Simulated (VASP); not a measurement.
Write the native input for VASP 6.6.1 that does the following.

```
Task                   : relaxation of cell and atoms
Functional             : r2SCAN
Potentials or basis    : VASP PAW PBE potentials, release 64 (Na_pv, S)
Cutoff                 : 550 eV
k mesh                 : 8 × 8 × 8
Occupations            : fermi-dirac, width 0.02 eV
Spin                   : no spin polarisation
Dipole correction      : no
Further INCAR settings : ALGO = Normal; EDIFF = 1e-07; IBRION = 2; EDIFFG = -0.01; NSW = 80; ISIF = 3
```

Crystal: Na2S.

```
CELL_PARAMETERS angstrom
0.00000 3.27350 3.27350
3.27350 0.00000 3.27350
3.27350 3.27350 0.00000
ATOMIC_POSITIONS crystal
Na 0.25000 0.25000 0.25000
Na 0.75000 0.75000 0.75000
S 0.00000 0.00000 0.00000
```

These files were run (other wordings do the same):

POSCAR

```
Na2S
1.0
    0.0000000000      3.2735000000      3.2735000000
    3.2735000000      0.0000000000      3.2735000000
    3.2735000000      3.2735000000      0.0000000000
Na S
2 1
Direct
    0.2500000000      0.2500000000      0.2500000000
    0.7500000000      0.7500000000      0.7500000000
    0.0000000000      0.0000000000      0.0000000000
```

INCAR.step1

```
SYSTEM = Na2S
  ALGO = Normal
  EDIFF = 1E-5
  EDIFFG = -0.005
  ENCUT = 550
  GGA = PE
  GGA_COMPAT = .False.
  IBRION = 2
  ISIF = 3
  ISMEAR = -1
  LASPH = .True.
  LCHARG = .False.
  LREAL = .False.
  LWAVE = .True.
  NELM = 120
  NELMIN = 4
  NSW = 100
  PREC = Accurate
  SIGMA = 0.02
```

INCAR.step2

```
SYSTEM = Na2S
  ALGO = Normal
  EDIFF = 1E-7
  EDIFFG = -0.01
  ENCUT = 550
  GGA_COMPAT = .False.
  IBRION = 2
  ISIF = 3
  ISMEAR = -1
  ISTART = 1
  LASPH = .True.
  LCHARG = .False.
  LMIXTAU = .True.
  LREAL = .False.
  LWAVE = .False.
  METAGGA = R2SCAN
  NELM = 120
  NELMIN = 4
  NSW = 80
  PREC = Accurate
  SIGMA = 0.02
```

KPOINTS

```
k-points
0
Gamma
  8 8 8
  0 0 0
```

Potentials or basis: VASP PAW PBE potentials, release 64 (Na_pv, S).

Run with:

```console
$ cat potpaw_PBE.64/Na_pv/POTCAR potpaw_PBE.64/S/POTCAR > POTCAR
$ cp INCAR.step1 INCAR
$ mpirun -np 1 vasp_std > vasp.out
$ cp INCAR.step2 INCAR
$ mpirun -np 1 vasp_std > vasp.out
```

It gave:

The relaxed volume is 22.92 Å³/atom and the relaxed cell is a = 4.598 Å, b = 4.598 Å, c = 4.598 Å, α = 60.00°, β = 60.00°, γ = 60.00°. The space group after relaxing (to 0.1 Å) is Fm-3m (No. 225), the energy gained by relaxing is 1.0 meV/atom and the ionic steps are 4. The pressure after relaxing is 0.1 GPa and the band gap on the k mesh is 3.13 eV.

Caveat: the PAW data sets were made with another functional, which shifts forces and pressure a little.

Run time: 17 min on 1 thread of AMD EPYC 9755 128-Core Processor, on a shared host, peak memory 0.18 GiB.
